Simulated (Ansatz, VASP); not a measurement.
# Two plane-wave programs on AlN

POSCAR

```
AlN
1.0
    0.0000000000      2.0974813560      2.2683174736
    2.0974813560      0.0000000000      2.2683174736
    2.0974813560      2.0974813560      0.0000000000
Al N
1 1
Direct
    0.0000000000      0.0000000000      0.0000000000
    0.2500000000      0.2500000000      0.2500000000
```

Contents of INCAR.step1:

```
SYSTEM = AlN
PREC     = Accurate       ! precision mode
ENCUT    = 520            ! plane-wave cutoff, eV
EDIFF    = 1E-5           ! SCF threshold, eV
ISMEAR   = 0              ! smearing method
SIGMA    = 0.01           ! smearing width, eV
LREAL    = .False.        ! projectors in reciprocal space
LASPH    = .True.         ! aspherical terms in the spheres
NELM     = 80             ! most SCF steps
ALGO     = Normal         ! electronic algorithm
ISIF     = 2              ! what is computed and relaxed
LWAVE    = .True.         ! write WAVECAR
GGA      = PE             ! functional
NBANDS   = 11             ! bands
```

INCAR.step2

```
SYSTEM = AlN
PREC     = Accurate       ! precision mode
ENCUT    = 520            ! plane-wave cutoff, eV
EDIFF    = 1E-6           ! SCF threshold, eV
ISMEAR   = 0              ! smearing method
SIGMA    = 0.01           ! smearing width, eV
LREAL    = .False.        ! projectors in reciprocal space
LASPH    = .True.         ! aspherical terms in the spheres
NELM     = 80             ! most SCF steps
ALGO     = Normal         ! electronic algorithm
ISIF     = 2              ! what is computed and relaxed
LWAVE    = .False.        ! write WAVECAR
LCHARG   = .True.         ! write CHGCAR
GGA      = PE             ! functional
LHFCALC  = .True.         ! exact exchange
HFSCREEN = 0.2079         ! screening, 1/A
PRECFOCK = Normal       
LELF     = .True.         ! ELF
LVHAR    = .True.       
ISTART   = 1            
NBANDS   = 11             ! bands
```

File KPOINTS:

```
regular mesh
0
Gamma
  8 8 8
  0 0 0
```

Input for Ansatz:

```yaml
crystal:
  lattice:
    - [0.0, 2.097481356, 2.2683174736]
    - [2.097481356, 0.0, 2.2683174736]
    - [2.097481356, 2.097481356, 0.0]
  atoms:
    - { symbol: Al, position: [0.0, 0.0, 0.0] }
    - { symbol: "N", position: [0.25, 0.25, 0.25] }
kpoints:
  mp_grid: { grid: [8, 8, 8] }
  band_path:
    path:
      - [0.0, 0.0, 0.0]
      - [-0.5, -0.5, 0.0]
      - [-0.375, -0.375, 0.25]
      - [-0.375, 0.0, 0.375]
      - [0.0, 0.0, 0.5]
      - [-0.5, -0.25, 0.25]
      - [0.117187, 0.117187, 0.234375]
      - [0.0, 0.5, 0.5]
    npoints: 1
hamiltonian:
  xc: hse06
scf:
  occupations: { method: fixed }
  n_extra_bands: 4
output:
  forces: true
  stress: true
  eigenvalues: true
```

Change from the starting cell: epitaxial_xy strain -4.0%.

Alike in both runs: task single point; functional HSE06; k mesh 8 × 8 × 8; no spin polarisation.

|  | VASP | Ansatz |
| --- | --- | --- |
| version | VASP 6.6.1 | Ansatz 0.2.0 |
| potentials or method | VASP PAW PBE potentials, release 64 (Al, N) | plane waves, PAW |
| plane-wave cutoff (eV) | 520 | 420 |
| occupations | gaussian, width 0.01 eV | fixed |
| valence electrons in the cell | 8 | 8 |

Ansatz gave:

```
gap on the k mesh at the Fermi level (eV)                     : 4.31
pressure (GPa)                                                : 8.9
traceless stress, the component that is largest in VASP (GPa) : -9.36
```

Problem. What did VASP give for the same quantities?

Solution. gap on the k mesh at the Fermi level (eV): 4.31; pressure (GPa): 8.8; traceless stress, the component that is largest in VASP (GPa): -9.40.

Ansatz's warnings: stress exchange threshold loose, stress scf threshold loose.
